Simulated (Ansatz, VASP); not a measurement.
Pb in VASP and in Ansatz

```
CELL_PARAMETERS angstrom
0.00000 2.44157 2.44157
2.44157 0.00000 2.44157
2.44157 2.44157 0.00000
ATOMIC_POSITIONS crystal
Pb 0.00000 0.00000 0.00000
```

Alike in both runs: task single point; functional PBE; dispersion D4; k mesh 9 × 9 × 9; occupations fermi-dirac, width 0.05 eV; no spin polarisation.

|  | VASP | Ansatz |
| --- | --- | --- |
| version | VASP 6.6.1 | Ansatz 0.2.0 |
| potentials or method | VASP PAW PBE potentials, release 64 (Pb_d) | Ansatz PAW |
| plane-wave cutoff (eV) | 520 | 420 |
| valence electrons in the cell | 14 | 14 |

```tsv
	VASP	Ansatz	Ansatz less VASP
gap on the k mesh at the Fermi level (eV)	none	none	-
pressure (GPa)	2.2	2.2	+0.01
```

A gap of «none» marks a metal or a gap that the smearing closes.

Spin-orbit coupling is off throughout.
